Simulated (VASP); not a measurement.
# ReP (P6_3/mmc) in VASP: single point with PBE

Aim: the single point of ReP with PBE.

Everything below comes from runs of VASP 6.6.1. Logs are shortened: lines on timing, memory, paths and dates and some standing lists are left out, and cuts for length are marked.

### 1 The cell of the first run

The structure is hexagonal, space group P6_3/mmc (No. 194). Conventional cell: a = 3.749 Å, b = 3.749 Å, c = 5.080 Å, α = 90.00°, β = 90.00°, γ = 120.00°. Re (site symmetry -3m) has 6 P at 2.51 Å and 2 Re at 2.54 Å within 3.3 Å. Within 3.4 Å of P (site symmetry -6m2) lie 6 Re at 2.51 Å and 6 P at 3.34 Å.

### 2 Single point, PBE

POSCAR

```
ReP
1.0
    3.7486665524      0.0000000000      0.0000000000
   -1.8743332762      3.2464404647      0.0000000000
    0.0000000000      0.0000000000      5.0801924991
Re P
2 2
Direct
    0.0000000000      0.0000000000      0.0000000000
    0.0000000000      0.0000000000      0.5000000000
    0.3333333333      0.6666666667      0.2500000000
    0.6666666667      0.3333333333      0.7500000000
```

INCAR.step1

```
ALGO = Fast
EDIFF = 1E-6
ENCUT = 520
GGA = PE
ISIF = 2
ISMEAR = 0
LASPH = True
LCHARG = True
LMAXMIX = 4
LREAL = False
LWAVE = False
NBANDS = 20
NELM = 60
PREC = Accurate
SIGMA = 0.05
```

KPOINTS.step1

```
k-points
0
Gamma
  10 10 8
```

INCAR.step2

```
ALGO = Fast
EDIFF = 1E-6
ENCUT = 520
GGA = PE
ICHARG = 11
ISIF = 2
ISMEAR = -5
LASPH = True
LCHARG = False
LMAXMIX = 4
LORBIT = 10
LREAL = False
LWAVE = False
NBANDS = 20
NEDOS = 1001
NELM = 60
PREC = Accurate
SIGMA = 0.05
```

KPOINTS.step2

```
k-points
0
Gamma
  15 15 12
```

Potentials or basis: VASP PAW PBE potentials, release 64 (Re, P).

Launch:

```console
$ cat potpaw_PBE.64/Re/POTCAR potpaw_PBE.64/P/POTCAR > POTCAR
$ cp INCAR.step1 INCAR
$ cp KPOINTS.step1 KPOINTS
$ mpirun -np 1 vasp_std > vasp.out
$ cp INCAR.step2 INCAR
$ cp KPOINTS.step2 KPOINTS
$ mpirun -np 1 vasp_std > vasp.out
```

OUTCAR:

```text
EDIFF = 1E-6
   ENCUT = 520
   GGA = PE
   ICHARG = 11
   ISIF = 2
   ISMEAR = -5
   LASPH = True
   LORBIT = 10
   LREAL = False
   NELM = 60
   PREC = Accurate

 ion  position               nearest neighbor table
   1  0.000  0.000  0.000-   3 2.51   4 2.51   4 2.51   3 2.51   4 2.51   3 2.51   2 2.54   2 2.54

   2  0.000  0.000  0.500-   3 2.51   4 2.51   4 2.51   3 2.51   4 2.51   3 2.51   1 2.54   1 2.54

   3  0.333  0.667  0.250-   1 2.51   2 2.51   1 2.51   2 2.51   1 2.51   2 2.51
   4  0.667  0.333  0.750-   1 2.51   2 2.51   1 2.51   2 2.51   1 2.51   2 2.51

  LATTYP: Found a hexagonal cell.
 ALAT       =     3.7486665524
 C/A-ratio  =     1.3551998899

  Lattice vectors:

 A1 = (   3.7486665524,   0.0000000000,   0.0000000000)
 A2 = (  -1.8743332762,   3.2464404647,   0.0000000000)
 A3 = (   0.0000000000,   0.0000000000,   5.0801924991)

Analysis of symmetry for initial positions (statically):
=====================================================================
 Subroutine PRICEL returns:
 Original cell was already a primitive cell.

 Routine SETGRP: Setting up the symmetry group for a
 hexagonal supercell.

 Subroutine GETGRP returns: Found 24 space group operations
 (whereof 12 operations were pure point group operations)
 out of a pool of 24 trial point group operations.

The static configuration has the point symmetry D_3d.
 The point group associated with its full space group is D_6h.

Analysis of symmetry for dynamics (positions and initial velocities):
=====================================================================
 Subroutine PRICEL returns:
 Original cell was already a primitive cell.

 Routine SETGRP: Setting up the symmetry group for a
 hexagonal supercell.

 Subroutine GETGRP returns: Found 24 space group operations
 (whereof 12 operations were pure point group operations)
 out of a pool of 24 trial point group operations.

The dynamic configuration has the point symmetry D_3d.
 The point group associated with its full space group is D_6h.

 Subroutine INISYM returns: Found 24 space group operations
 (whereof 12 operations are pure point group operations),
 and found     1 'primitive' translations

----------------------------------------------------------------------------------------

                                     Primitive cell

  volume of cell :      61.8250

  direct lattice vectors                    reciprocal lattice vectors
     3.748666552  0.000000000  0.000000000     0.266761523  0.154014837  0.000000000
    -1.874333276  3.246440465  0.000000000     0.000000000  0.308029675  0.000000000
     0.000000000  0.000000000  5.080192499     0.000000000  0.000000000  0.196842935

  length of vectors
     3.748666552  3.748666552  5.080192499     0.308029675  0.308029675  0.196842935

  position of ions in fractional coordinates (direct lattice)
     0.000000000  0.000000000  0.000000000
     0.000000000  0.000000000  0.500000000
     0.333333333  0.666666667  0.250000000
     0.666666667  0.333333333  0.750000000

  ion indices of the primitive-cell ions
   primitive index   ion index
                 1           1
                 2           2
                 3           3
                 4           4

----------------------------------------------------------------------------------------

 KPOINTS: k-points

Automatic generation of k-mesh.
 Grid dimensions read from file:
 generate k-points for:   15   15   12

 Generating k-lattice:

  Cartesian coordinates                     Fractional coordinates (reciprocal lattice)
     0.017784102  0.010267656  0.000000000     0.066666667 -0.000000000  0.000000000
     0.000000000  0.020535312  0.000000000     0.000000000  0.066666667  0.000000000
     0.000000000  0.000000000  0.016403578     0.000000000  0.000000000  0.083333333

  Length of vectors
     0.020535312  0.020535312  0.016403578

  Shift w.r.t. Gamma in fractional coordinates (k-lattice)
     0.000000000  0.000000000  0.000000000

 TETIRR: Found   2748 inequivalent tetrahedra from    16200

 Subroutine IBZKPT returns following result:
 ===========================================

 Found    189 irreducible k-points:

 Following reciprocal coordinates:
            Coordinates               Weight
  0.000000  0.000000  0.000000      1.000000
  0.066667  0.000000  0.000000      6.000000
  0.133333  0.000000  0.000000      6.000000
  0.200000  0.000000  0.000000      6.000000
  0.266667  0.000000  0.000000      6.000000
  0.333333 -0.000000  0.000000      6.000000
[... 16 lines left out ...]
  0.333333  0.200000  0.000000     12.000000
  0.400000  0.200000  0.000000      6.000000
 [... further k-points ...]
   k-points           NKPTS =    189   k-points in BZ     NKDIM =    189   number of bands    NBANDS=     20
   number of dos      NEDOS =   1001   number of ions     NIONS =      4
   total plane-waves  NPLWV =  31360
   dimension x,y,z NGX =    28 NGY =   28 NGZ =   40
   dimension x,y,z NGXF=    56 NGYF=   56 NGZF=   80
   ions per type =               2   2
   NGX,Y,Z   is equivalent  to a cutoff of  12.42, 12.42, 13.09 a.u.
   NGXF,Y,Z  is equivalent  to a cutoff of  24.83, 24.83, 26.18 a.u.
 SYSTEM =  unknown system
   PREC   = accura    normal or accurate (medium, high low for compatibility)
   ISTART =      0    job   : 0-new  1-cont  2-samecut
   ICHARG =     11    charge: 1-file 2-atom 10-const
   ISPIN  =      1    spin polarized calculation?
   LNONCOLLINEAR =      F non collinear calculations
   LSORBIT =      F    spin-orbit coupling
   LASPH  =      T    aspherical Exc in radial PAW
   ENCUT  =  520.0 eV  38.22 Ry    6.18 a.u.   6.97  6.97  9.45*2*pi/ulx,y,z
   NELM   =     60;   NELMIN=  2; NELMDL=  0     # of ELM steps
   EDIFF  = 0.1E-05   stopping-criterion for ELM
   LREAL  =      F    real-space projection
   EDIFFG = 0.1E-04   stopping-criterion for IOM
   NSW    =      0    number of steps for IOM
   IBRION =     -1    ionic relax: 0-MD 1-quasi-New 2-CG
   NFREE  =      0    steps in history (QN), initial steepest desc. (CG)
   ISIF   =      2    stress and relaxation
   ISYM   =      2    0-nonsym 1-usesym 2-fastsym
   POTIM  = 0.5000    time-step for ionic-motion
   TEBEG  =    0.0;   TEEND  =   0.0 temperature during run
   PSTRESS=    0.0 pullay stress
   NELECT =      24.0000    total number of electrons
   NUPDOWN=      -1.0000    fix difference up-down
   EMIN   =  10.00;   EMAX   =-10.00  energy-range for DOS
   EFERMI =   0.00;   METHOD = LEGACY
   ISMEAR =    -5;   SIGMA  =   0.05  broadening in eV -4-tet -1-fermi 0-gaus
   EFERMI_NEDOS =   21; number of points for ismear=-14 and -15
   IALGO  =     68    algorithm
   IMIX   =      4    mixing-type and parameters
     AMIX     =   0.40;   BMIX     =  1.00
     AMIX_MAG =   1.60;   BMIX_MAG =  1.00
  volume/ion in A,a.u.               =      15.46       104.30
  Fermi-wavevector in a.u.,A,eV,Ry     =   1.194237  2.256780 19.404649  1.426201
  Thomas-Fermi vector in A             =   2.330232
   LORBIT       =     10    0 simple, 1 ext, 2 COOP (PROOUT), +10 PAW based schemes
   GGA     = PE    functional components
   LHFCALC =     F    Hartree Fock is set to
   AEXX    =    0.0000 exact exchange contribution
   IVDW    =     0    specifies the selected vdW correction
   LEPSILON=     F    determine dielectric tensor
   LRPA    =     F    only Hartree local field effects (RPA)
 non-spin polarized calculation
 RMM-DIIS sequential band-by-band and
 Fermi weights with tetrahedron method with Bloechl corrections
  energy-cutoff  :      520.00
  volume of cell :       61.83
 maximum number of plane-waves:      1684
 NGX is ok and might be reduce to    28

 number of electron      23.9999999 magnetization

 Free energy of the ion-electron system (eV)
  ---------------------------------------------------
  ext. energy  EPLUGINS =         0.00000000
  ---------------------------------------------------
  free energy    TOTEN  =       -35.27400292 eV

  energy without entropy =      -35.27400292  energy(sigma->0) =      -35.27400292

 E-fermi :   8.1840     XC(G=0): -12.1129

 val. band max:        8.1889017482   @ k =   0.4667   0.0667   0.3333
 cond. band min:       8.1169421704   @ k =   0.0667   0.0667   0.5000
 fundamental gap:     -0.0719595778
 Fermi energy:         8.1839527116

 k-point     1 :       0.0000    0.0000    0.0000
  band No.  band energies     occupation
      1      -5.7565      2.00000
      2      -1.7151      2.00000
      3       0.8694      2.00000
      4       2.0620      2.00000
      5       2.0620      2.00000
      6       2.8565      2.00000
[... 12 lines left out ...]
     19      14.5485      0.00000
     20      14.8607      0.00000

 k-point     2 :       0.0667    0.0000    0.0000
  band No.  band energies     occupation
      1      -5.6913      2.00000
      2      -1.8025      2.00000
      3       0.9477      2.00000
      4       2.0825      2.00000
      5       2.1893      2.00000
      6       2.8366      2.00000
[... 12 lines left out ...]
     19      14.4375      0.00000
     20      14.7645      0.00000

 k-point     3 :       0.1333    0.0000    0.0000
  band No.  band energies     occupation
      1      -5.4988      2.00000
      2      -2.0242      2.00000
      3       1.1788      2.00000
      4       2.1351      2.00000
      5       2.5189      2.00000
      6       2.7574      2.00000
[... 12 lines left out ...]
     19      13.8378      0.00000
     20      15.4836      0.00000

 k-point     4 :       0.2000    0.0000    0.0000
  band No.  band energies     occupation
      1      -5.1894      2.00000
      2      -2.3011      2.00000
      3       1.5489      2.00000
      4       2.1946      2.00000
      5       2.5307      2.00000
      6       2.9246      2.00000
[... 12 lines left out ...]
     19      13.0918      0.00000
     20      15.9684      0.00000

 k-point     5 :       0.2667    0.0000    0.0000
  band No.  band energies     occupation
      1      -4.7842      2.00000
      2      -2.5680      2.00000
      3       2.0268      2.00000
      4       2.0318      2.00000
      5       2.2312      2.00000
      6       3.1426      2.00000
[... 12 lines left out ...]
     19      13.5205      0.00000
     20      16.4161      0.00000
[... 353 lines left out ...]
      6       2.7427      2.00000
[... 12 lines left out ...]
     19      15.6643      0.00000
     20      16.1379      0.00000

 k-point    22 :       0.2667    0.2000    0.0000
  band No.  band energies     occupation
      1      -3.7665      2.00000
      2      -2.9638      2.00000
      3       0.9358      2.00000
      4       2.1034      2.00000
      5       2.3896      2.00000
      6       3.2585      2.00000
[... 12 lines left out ...]
     19      15.9122      0.00000
     20      16.4973      0.00000

 k-point    23 :       0.3333    0.2000    0.0000
  band No.  band energies     occupation
      1      -3.4252      2.00000
      2      -3.0179      2.00000
      3       0.4958      2.00000
      4       1.9542      2.00000
      5       2.3212      2.00000
      6       3.5887      2.00000
[... 12 lines left out ...]
     19      15.9648      0.00000
     20      16.3935      0.00000

 k-point    24 :       0.4000    0.2000    0.0000
  band No.  band energies     occupation
      1      -3.3151      2.00000
      2      -3.0009      2.00000
      3       0.3100      2.00000
      4       1.9021      2.00000
      5       2.3017      2.00000
      6       3.6533      2.00000
[... 12 lines left out ...]
     19      15.9640      0.00000
     20      16.3740      0.00000

 [... further k-points ...]

------------------------ aborting loop because EDIFF is reached ----------------------------------------

  FORCE on cell =-STRESS in cart. coord.  units (eV):
  Direction    XX          YY          ZZ          XY          YZ          ZX
  --------------------------------------------------------------------------------------
  -------------------------------------------------------------------------------------
  Total        0.3813081      0.3813081      0.0952973      0.0000000     -0.0000000      0.0000000
  in kB        9.8814834      9.8814834      2.4696007      0.0000000     -0.0000000      0.0000000
  external PRESSURE =       7.4108558 kB  Pullay stress =       0.0000000 kB

 VOLUME and BASIS-vectors are now :
 -----------------------------------------------------------------------------
  energy-cutoff  :      520.00
  volume of cell :       61.83
      direct lattice vectors                 reciprocal lattice vectors
     3.748666552  0.000000000  0.000000000     0.266761523  0.154014837  0.000000000
    -1.874333276  3.246440465  0.000000000     0.000000000  0.308029675  0.000000000
     0.000000000  0.000000000  5.080192499     0.000000000  0.000000000  0.196842935

 POSITION                                       TOTAL-FORCE (eV/Angst)
 -----------------------------------------------------------------------------------
      0.00000      0.00000      0.00000        -0.000000      0.000000      0.000000
      0.00000      0.00000      2.54010        -0.000000      0.000000      0.000000
     -0.00000      2.16429      1.27005         0.000000      0.000000     -0.000000
      1.87433      1.08215      3.81014        -0.000000      0.000000      0.000000
 -----------------------------------------------------------------------------------
    total drift:                               -0.000000      0.000000     -0.000000

  FREE ENERGIE OF THE ION-ELECTRON SYSTEM (eV)
  ---------------------------------------------------
  free  energy   TOTEN  =       -35.2740029164 eV

  energy  without entropy=      -35.2740029164  energy(sigma->0) =      -35.27400292

 total charge

# of ion       s       p       d       tot
------------------------------------------
    1        0.559   0.592   5.020   6.171
    2        0.559   0.592   5.020   6.171
    3        1.000   1.443   0.000   2.443
    4        1.000   1.443   0.000   2.443
--------------------------------------------------
tot          3.118   4.070  10.040  17.227
```

It took 7.5 min on 1 thread of Oxide Virtual Turin-like, shared host; peak memory 0.29 GiB.

Results:

```
Valence electrons inside the program's atomic spheres : Re 6.17; P 2.44
```

Caveat: spin-orbit coupling is left out, which moves the levels of the heavy elements.
